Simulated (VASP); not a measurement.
A run of VASP 6.6.1 is set up as follows.

The input INCAR:

```
SYSTEM = CoSi2
PREC     = Accurate       ! precision mode
ENCUT    = 520            ! plane-wave cutoff, eV
EDIFF    = 1E-6           ! SCF threshold, eV
ISMEAR   = 0              ! smearing method
SIGMA    = 0.1            ! smearing width, eV
LREAL    = .False.        ! projectors in reciprocal space
LASPH    = .True.         ! aspherical terms in the spheres
NELM     = 100            ! most SCF steps
ALGO     = Normal         ! electronic algorithm
ISIF     = 2              ! what is computed and relaxed
LWAVE    = .False.        ! write WAVECAR
LCHARG   = .True.         ! write CHGCAR
LDIPOL   = .True.       
IDIPOL   = 3            
DIPOL    = 0.5 0.5 0.501
GGA      = PS             ! functional
LELF     = .True.         ! ELF
LVHAR    = .True.       
LVACPOTAV= .True.       
NBANDS   = 36             ! bands
```

The input KPOINTS:

```
regular mesh
0
Gamma
  9 9 1
  0 0 0
```

File POSCAR:

```
CoSi2
1.0
    3.7565103797      0.0000000000      0.0000000000
   -1.8782551899      3.2532334184      0.0000000000
    0.0000000000      0.0000000000     24.6679447032
Si Co
6 3
Direct
    0.0000000000      0.0000000000      0.3445767413
    0.3333333333      0.6666666667      0.4067460448
    0.6666666667      0.3333333333      0.4689153483
    0.0000000000      0.0000000000      0.5342741247
    0.3333333333      0.6666666667      0.5946422323
    0.6666666667      0.3333333333      0.6545915572
    0.6666666667      0.3333333333      0.3756613930
    0.3333333333      0.6666666667      0.5012188105
    0.0000000000      0.0000000000      0.6271780859
```

Potentials or basis: VASP PAW PBE potentials, release 64 (Si, Co).

Command:

```bash
$ cat potpaw_PBE.64/Si/POTCAR potpaw_PBE.64/Co/POTCAR > POTCAR
$ mpirun -np 1 vasp_std > vasp.out
```

What does it give for the largest force?

0.452 eV/Å.

Forces in eV/Å, atoms in the order of the input:
```
Si   0.000  0.000  0.448
Si   0.000  0.000  0.238
Si   0.000  0.000 -0.267
Si   0.000  0.000 -0.009
Si   0.000  0.000 -0.023
Si   0.000  0.000  0.007
Co   0.000  0.000 -0.452
Co   0.000  0.000  0.021
Co   0.000  0.000  0.036
```

Caveat: the PAW data sets were made with another functional, which shifts forces and pressure a little. Spin polarisation is off, so any magnetic state and its effect on volume and gap are missing.
